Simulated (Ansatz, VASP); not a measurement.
Two plane-wave programs on BaCu3

Contents of INCAR:

```
SYSTEM = BaCu3
ALGO = Normal
EDIFF = 1E-6
ENCUT = 820
GGA = PE
GGA_COMPAT = .False.
ISIF = 2
ISMEAR = 0
LASPH = .True.
LCHARG = .False.
LREAL = .False.
LWAVE = .False.
NBANDS = 42
NELM = 120
PREC = Accurate
SIGMA = 0.1
```

The input KPOINTS:

```
k-points
0
Gamma
  4 4 4
  0 0 0
```

POSCAR

```
BaCu3
1.0
    0.0000000000      3.3537301300      3.3537301300
    3.3537301300      0.0000000000      3.3537301300
    3.3537301300      3.3537301300      0.0000000000
Ba Cu
1 3
Direct
    0.0000000000      0.0000000000      0.0000000000
    0.2500000000      0.2500000000      0.2500000000
    0.5000000000      0.5000000000      0.5000000000
    0.7500000000      0.7500000000      0.7500000000
```

Input for Ansatz:

```yaml
crystal:
  lattice:
    - [0.0, 3.35373013, 3.35373013]
    - [3.35373013, 0.0, 3.35373013]
    - [3.35373013, 3.35373013, 0.0]
  atoms:
    - { symbol: Ba, position: [0.0, 0.0, 0.0] }
    - { symbol: Cu, position: [0.25, 0.25, 0.25] }
    - { symbol: Cu, position: [0.5, 0.5, 0.5] }
    - { symbol: Cu, position: [0.75, 0.75, 0.75] }
basis:
  ecutwfc: 420
kpoints:
  mp_grid: { grid: [4, 4, 4] }
hamiltonian:
  xc: pbe
scf:
  occupations: { method: gaussian, width: 0.1 }
  lower_state_search: "off"
output:
  forces: true
  stress: true
  eigenvalues: true
```

Alike in both runs: task single point; functional PBE; k mesh 4 × 4 × 4; occupations gaussian, width 0.1 eV; no spin polarisation.

|  | VASP | Ansatz |
| --- | --- | --- |
| version | VASP 6.6.1 | Ansatz 0.2.0 |
| potentials or method | VASP PAW PBE potentials, release 64 (Ba_sv, Cu_sv_GW), cutoff 820 eV | scalar-relativistic, plane waves, PAW |
| valence electrons in the cell | 67 | 67 |

Ansatz gave:

- gap on the k mesh at the Fermi level (eV): none
- pressure (GPa): 7.7

Task: What did VASP give for the same quantities?

Result: gap on the k mesh at the Fermi level (eV): none; pressure (GPa): 7.5.

A gap of «none» marks a metal or a gap that the smearing closes. The functional is the same, so the differences come from potentials, cutoffs and numerics.

The k mesh is coarse, so the values compare programs but aren't converged. Neither program's run includes spin-orbit coupling.
